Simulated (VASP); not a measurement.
Runs of VASP 6.6.1 on Ir. The structure is that of space group Fm-3m (No. 225), or close to it. The cells are those of the table. 

```csv
cell,gap on the mesh (eV),pressure (GPa)
"a = 2.779 Å, angles 60.0°, 1 atom",none,-19.3
"a = 2.813 Å, angles 60.0°, 1 atom",none,-28.2
"a = 2.709 Å, angles 60.0°, 1 atom",none,(a)
"a = 2.635 Å, angles 60.0°, 1 atom",none,49.2
"a = 2.672 Å, angles 60.0°, 1 atom",none,25.5
"a = 2.745 Å, angles 60.0°, 1 atom",none,-7.8
"a = 2.596 Å, angles 60.0°, 1 atom",none,(b)
```

Alike in all rows: task single point; level r2SCAN; potentials or basis VASP PAW PBE potentials, release 64 (Ir); no spin polarisation; k mesh 13 × 13 × 13; cutoff (eV) 520; smearing methfessel-paxton 0.15 eV.

Problem. Estimate the missing entries.

Solution. (a) 6.8; (b) 79.2.

Caveats: the PAW data sets were made with another functional, which shifts forces and pressure a little; spin-orbit coupling is left out, which moves the levels of the heavy elements.

A k mesh can miss the band edges, and the runs leave out spin-orbit coupling on Ir.

A gap of «none» marks levels without a gap at the run's occupations.
